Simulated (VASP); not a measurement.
# Mg (P6_3/mmc) in VASP: notebook, part 2 of 2

VASP 6.6.1. Earlier steps stand in the parts before.

### 4 Electric field gradients, PBE (23.70 Å³/atom)

This run uses another cell than the first one, of 23.70 Å³/atom.

The input, INCAR:

```
SYSTEM = Mg
PREC = Accurate
ENCUT = 520
EDIFF = 1E-8
ISMEAR = -1
SIGMA = 0.05
LREAL = .FALSE.
LASPH = .TRUE.
NELM = 100
ALGO = Normal
ISIF = 2
LWAVE = .FALSE.
LCHARG = .FALSE.
GGA = PE
LEFG = .TRUE.
NBANDS = 9
```

The input, KPOINTS:

```
regular mesh
0
G
  12 12 7
  0 0 0
```

The input, POSCAR:

```
Mg
1.0
    3.2305256058      0.0000000000      0.0000000000
   -1.6152628028      2.7977172422      0.0000000000
    0.0000000000      0.0000000000      5.2448365023
Mg
2
Direct
    0.3333333333      0.6666666667      0.2500000000
    0.6666666667      0.3333333333      0.7500000000
```

Potentials or basis: VASP PAW PBE potentials, release 64 (Mg).

Launch:

```bash
> cat potpaw_PBE.64/Mg/POTCAR > POTCAR
> mpirun -np 1 vasp_std > vasp.out
```

OUTCAR:

```text
SYSTEM = Mg
   PREC = Accurate
   ENCUT = 520
   EDIFF = 1E-8
   ISMEAR = -1
   LREAL = .FALSE.
   LASPH = .TRUE.
   NELM = 100
   ISIF = 2
   GGA = PE

 ion  position               nearest neighbor table
   1  0.333  0.667  0.250-   2 3.22   2 3.22   2 3.22   2 3.22   2 3.22   2 3.22
   2  0.667  0.333  0.750-   1 3.22   1 3.22   1 3.22   1 3.22   1 3.22   1 3.22

  LATTYP: Found a hexagonal cell.
 ALAT       =     3.2305256058
 C/A-ratio  =     1.6235242008

  Lattice vectors:

 A1 = (   3.2305256058,   0.0000000000,   0.0000000000)
 A2 = (  -1.6152628028,   2.7977172422,   0.0000000000)
[... 502 lines left out ...]
  free  energy   TOTEN  =        -3.0093493106 eV

  energy  without entropy=       -3.0016850203  energy(sigma->0) =       -3.00551717

 Electric field gradients (V/A^2)
---------------------------------------------------------------------
 ion       V_xx      V_yy      V_zz      V_xy      V_xz      V_yz
---------------------------------------------------------------------
   1      -0.575    -0.575     1.150     0.000    -0.000     0.000
   2      -0.575    -0.575     1.150     0.000     0.000    -0.000
---------------------------------------------------------------------

 Electric field gradients after diagonalization (V/A^2)
 (convention: |V_zz| > |V_xx| > |V_yy|)
----------------------------------------------------------------------
 ion       V_xx      V_yy      V_zz     asymmetry (V_yy - V_xx)/ V_zz
----------------------------------------------------------------------
   1      -0.575    -0.575     1.150       0.000
   2      -0.575    -0.575     1.150       0.000
----------------------------------------------------------------------

           NMR quadrupolar parameters

 Cq : quadrupolar parameter    Cq=e*Q*V_zz/h
 eta: asymmetry parameters     (V_yy - V_xx)/ V_zz
 Q  : nuclear electric quadrupole moment in mb (millibarn)
----------------------------------------------------------------------
 ion       Cq(MHz)       eta       Q (mb)
----------------------------------------------------------------------
   1       0.003       0.000       1.000
   2       0.003       0.000       1.000
----------------------------------------------------------------------
```

OSZICAR:

```text
N       E                     dE             d eps       ncg     rms          rms(c)
DAV:   1    -0.297965817898E+00   -0.29797E+00   -0.12819E+03  1368   0.314E+02
DAV:   2    -0.298008213089E+01   -0.26821E+01   -0.26275E+01  1849   0.273E+01
DAV:   3    -0.302262707584E+01   -0.42545E-01   -0.41766E-01  1757   0.275E+00
DAV:   4    -0.302276915836E+01   -0.14208E-03   -0.14207E-03  1795   0.162E-01
DAV:   5    -0.302276973652E+01   -0.57817E-06   -0.57804E-06  1711   0.997E-03    0.968E-01
DAV:   6    -0.301688372633E+01    0.58860E-02   -0.70886E-04  1600   0.205E-01    0.621E-01
DAV:   7    -0.300933690754E+01    0.75468E-02   -0.27773E-03  1415   0.357E-01    0.350E-02
DAV:   8    -0.300935116512E+01   -0.14258E-04   -0.18005E-05  1939   0.254E-02    0.791E-03
DAV:   9    -0.300934965115E+01    0.15140E-05   -0.13305E-06  1504   0.551E-03    0.618E-04
DAV:  10    -0.300934936935E+01    0.28180E-06   -0.61063E-09  1900   0.463E-04    0.171E-04
DAV:  11    -0.300934931195E+01    0.57403E-07   -0.73985E-10   890   0.186E-04    0.167E-05
DAV:  12    -0.300934931064E+01    0.13059E-08   -0.11822E-11   797   0.190E-05
   1 F= -.30093493E+01 E0= -.30055172E+01  d E =-.766429E-02
```

Run time: 20 s. Hardware: 1 thread of Intel Xeon 8259CL, shared host; peak memory 0.17 GiB.

Results:

```
Free energy                             : -3.0093 eV
Pressure                                : -1.2 GPa
Band gap on the k mesh                  : zero (bands 2 and 3 overlap by 2.23 eV)
Largest electric field gradient by atom : Mg +1.1 V/Å²
```

Stress tensor (GPa, compression positive):
```
-0.97  0.00  0.00
 0.00 -0.97  0.00
 0.00  0.00 -1.81
```

Levels at points of the mesh, in eV from the Fermi level:
```
           k point  band 1  band 2  band 3  band 4  band 5  band 6
(0.00, 0.00, 0.00)   -6.74   -1.58   -1.19   10.81   10.81   10.86
(0.50, 0.00, 0.00)   -2.05   -2.04    2.67    3.06    3.24    3.66
```

Electric field gradients, principal values (V/Å²):
| atom | least | middle | greatest (by size) |
| --- | --- | --- | --- |
| 1 Mg | -0.575 | -0.575 | 1.150 |
| 2 Mg | -0.575 | -0.575 | 1.150 |

Caveat: without QUAD_EFG the Cq values of the log hold for a quadrupole moment of 1 mb, not for the nuclei.

### 5 Electric field gradients, PBE (24.63 Å³/atom)

This run uses another cell than the first one, of 24.63 Å³/atom.

The input, INCAR:

```
ALGO = Normal ; EDIFF = 1E-8
ENCUT = 520 ; GGA = PE
ISIF = 2 ; ISMEAR = -1
LASPH = T ; LCHARG = F
LEFG = T ; LREAL = F
LWAVE = F ; NBANDS = 9
NELM = 80 ; PREC = Accurate
SIGMA = 0.05
```

The input, KPOINTS:

```
k-points
0
Gamma
  12 12 7
```

The input, POSCAR:

```
Mg
1.0
    3.2722144052      0.0000000000      0.0000000000
   -1.6361072025      2.8338208015      0.0000000000
    0.0000000000      0.0000000000      5.3125192770
Mg
2
Direct
    0.3333333333      0.6666666667      0.2500000000
    0.6666666667      0.3333333333      0.7500000000
```

Potentials or basis: VASP PAW PBE potentials, release 64 (Mg).

Launch:

```bash
> cat potpaw_PBE.64/Mg/POTCAR > POTCAR
> mpirun -np 1 vasp_std > vasp.out
```

OUTCAR:

```text
EDIFF = 1E-8
   ENCUT = 520
   GGA = PE
   ISIF = 2
   ISMEAR = -1
   LASPH = T
   LREAL = F
   NELM = 80
   PREC = Accurate

 ion  position               nearest neighbor table
   1  0.333  0.667  0.250-   2 3.26   2 3.26   2 3.26   2 3.26   2 3.26   2 3.26
   2  0.667  0.333  0.750-   1 3.26   1 3.26   1 3.26   1 3.26   1 3.26   1 3.26

  LATTYP: Found a hexagonal cell.
 ALAT       =     3.2722144052
 C/A-ratio  =     1.6235242008

  Lattice vectors:

 A1 = (   3.2722144052,   0.0000000000,   0.0000000000)
 A2 = (  -1.6361072025,   2.8338208015,   0.0000000000)
 A3 = (   0.0000000000,   0.0000000000,   5.3125192770)

Analysis of symmetry for initial positions (statically):
=====================================================================
 Subroutine PRICEL returns:
 Original cell was already a primitive cell.

 Routine SETGRP: Setting up the symmetry group for a
 hexagonal supercell.

 Subroutine GETGRP returns: Found 24 space group operations
 (whereof 12 operations were pure point group operations)
 out of a pool of 24 trial point group operations.

The static configuration has the point symmetry D_3d.
 The point group associated with its full space group is D_6h.

Analysis of symmetry for dynamics (positions and initial velocities):
=====================================================================
 Subroutine PRICEL returns:
 Original cell was already a primitive cell.

 Routine SETGRP: Setting up the symmetry group for a
 hexagonal supercell.

 Subroutine GETGRP returns: Found 24 space group operations
 (whereof 12 operations were pure point group operations)
 out of a pool of 24 trial point group operations.
[... 433 lines left out ...]
  band No.  band energies     occupation
      1      -2.1839      2.00000
      2       1.4664      2.00000
      3       3.6864      0.00000
      4       4.6096      0.00000
      5       7.3364      0.00000
      6       9.3360      0.00000
      7       9.6355      0.00000
      8      11.0692      0.00000
      9      12.5986      0.00000

 [... further k-points ...]

------------------------ aborting loop because EDIFF is reached ----------------------------------------

  FORCE on cell =-STRESS in cart. coord.  units (eV):
  Direction    XX          YY          ZZ          XY          YZ          ZX
  --------------------------------------------------------------------------------------
  -------------------------------------------------------------------------------------
  Total       -0.6426522     -0.6426522     -0.8910972     -0.0000000      0.0000000      0.0000000
  in kB      -20.9012349    -20.9012349    -28.9815088     -0.0000000      0.0000000      0.0000000
  external PRESSURE =     -23.5946595 kB  Pullay stress =       0.0000000 kB

 VOLUME and BASIS-vectors are now :
 -----------------------------------------------------------------------------
  energy-cutoff  :      520.00
  volume of cell :       49.26
      direct lattice vectors                 reciprocal lattice vectors
     3.272214405  0.000000000  0.000000000     0.305603447  0.176440232  0.000000000
    -1.636107203  2.833820801  0.000000000     0.000000000  0.352880464  0.000000000
     0.000000000  0.000000000  5.312519277     0.000000000  0.000000000  0.188234611

 POSITION                                       TOTAL-FORCE (eV/Angst)
 -----------------------------------------------------------------------------------
     -0.00000      1.88921      1.32813         0.000000     -0.000000      0.000000
      1.63611      0.94461      3.98439        -0.000000      0.000000      0.000000
 -----------------------------------------------------------------------------------
    total drift:                                0.000000     -0.000000      0.000000

  FREE ENERGIE OF THE ION-ELECTRON SYSTEM (eV)
  ---------------------------------------------------
  free  energy   TOTEN  =        -2.9882055617 eV

  energy  without entropy=       -2.9801756217  energy(sigma->0) =       -2.98419059

 Electric field gradients (V/A^2)
---------------------------------------------------------------------
 ion       V_xx      V_yy      V_zz      V_xy      V_xz      V_yz
---------------------------------------------------------------------
   1      -0.576    -0.576     1.152     0.000    -0.000     0.000
   2      -0.576    -0.576     1.152     0.000     0.000    -0.000
---------------------------------------------------------------------

 Electric field gradients after diagonalization (V/A^2)
 (convention: |V_zz| > |V_xx| > |V_yy|)
----------------------------------------------------------------------
 ion       V_xx      V_yy      V_zz     asymmetry (V_yy - V_xx)/ V_zz
----------------------------------------------------------------------
   1      -0.576    -0.576     1.152       0.000
   2      -0.576    -0.576     1.152       0.000
----------------------------------------------------------------------

           NMR quadrupolar parameters

 Cq : quadrupolar parameter    Cq=e*Q*V_zz/h
 eta: asymmetry parameters     (V_yy - V_xx)/ V_zz
 Q  : nuclear electric quadrupole moment in mb (millibarn)
----------------------------------------------------------------------
 ion       Cq(MHz)       eta       Q (mb)
----------------------------------------------------------------------
   1       0.003       0.000       1.000
   2       0.003       0.000       1.000
----------------------------------------------------------------------
```

stdout:

```text
POSCAR found type information on POSCAR Mg
 POSCAR found :  1 types and       2 ions
 scaLAPACK will be used
 LDA part: xc-table for (Slater+PW92), standard interpolation
 POSCAR, INCAR and KPOINTS ok, starting setup
 FFT: planning ... GRIDC
 FFT: planning ... GRID_SOFT
 FFT: planning ... GRID
 WAVECAR not read
 entering main loop
ion   1

ion   2
```

Wall time 20 s (1 thread of Intel Xeon 8259CL, shared host); peak memory 0.17 GiB.

Results:

```yaml
Free_energy: -2.9882 eV
Pressure: -2.4 GPa
Band_gap_on_the_k_mesh: zero (bands 2 and 3 overlap by 2.23 eV)
Largest_electric_field_gradient_by_atom: Mg +1.2 V/Å²
```

Levels at points of the mesh, in eV from the Fermi level:
```tsv
k point	band 1	band 2	band 3	band 4	band 5	band 6	band 7
(0.00, 0.00, 0.00)	-6.59	-1.52	-1.20	10.55	10.55	10.58	10.58
(0.50, 0.00, 0.00)	-2.03	-1.98	2.61	3.04	3.13	3.54	6.57
```

Electric field gradients, principal values (V/Å²):
```
atom   least  middle  greatest (by size)
1 Mg  -0.576  -0.576               1.152
2 Mg  -0.576  -0.576               1.152
```

Caveat: without QUAD_EFG the Cq values of the log hold for a quadrupole moment of 1 mb, not for the nuclei.

### 6 The runs side by side

```tsv
cell	gap on the mesh (eV)	pressure (GPa)
a = 3.209, b = 3.209, c = 5.210 Å, angles 90.0, 90.0, 120.0°, 2 atoms	none	-0.6
a = 3.231, b = 3.231, c = 5.245 Å, angles 90.0, 90.0, 120.0°, 2 atoms	none	-1.2
a = 3.272, b = 3.272, c = 5.313 Å, angles 90.0, 90.0, 120.0°, 2 atoms	none	-2.4
```

Alike in all rows: task electric field gradients; level PBE; potentials or basis VASP PAW PBE potentials, release 64 (Mg); no spin polarisation; k mesh 12 × 12 × 7; cutoff (eV) 520; smearing fermi-dirac 0.05 eV.

Absolute energies hang on the potentials; compare differences alone.
